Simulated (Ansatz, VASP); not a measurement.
# SiC in VASP and in Ansatz

```xyz
8
Lattice="3.0941 0.0000 0.0000 -1.5471 2.6796 0.0703 0.0000 0.2659 10.1293" Properties=species:S:1:pos:R:3 pbc="T T T"
Si    1.5471    1.1426    9.5232
Si    0.0000    1.9028    4.4820
Si    0.0000    0.1829    6.9680
Si    0.0000    0.0500    1.9033
C     1.5471    1.0926    7.6185
C     0.0000    1.8528    2.5773
C     0.0000    0.1331    5.0692
C     0.0000    0.0001    0.0045
```

Change from the starting cell: strain +0.0525 x Voigt [0, 0, 0, 1, 0, 0], atoms carried along.

Alike in both runs: task single point; functional PBE; k mesh 12 × 12 × 4; occupations gaussian, width 0.05 eV; no spin polarisation.

|  | VASP | Ansatz |
| --- | --- | --- |
| version | VASP 6.6.1 | Ansatz 0.2.0 |
| potentials or method | VASP PAW PBE potentials, release 64 (Si, C), cutoff 520 eV | scalar-relativistic, plane waves, PAW |
| valence electrons in the cell | 32 | 32 |

|  | VASP | Ansatz | Ansatz less VASP |
| --- | --- | --- | --- |
| gap on the k mesh at the Fermi level (eV) | 1.95 | 1.96 | +0.001 |
| least direct gap on the mesh (eV) | 3.22 | 3.22 | +0.002 |
| pressure (GPa) | 0.2 | 0.2 | +0.05 |
| traceless stress, the component that is largest in VASP (GPa) | -8.82 | -8.79 | +0.026 |
| rms of the force components (eV/Å) | 0.153 | 0.153 | +0.0003 |

Atom by atom the forces differ by 0.001 eV/Å (rms over components).
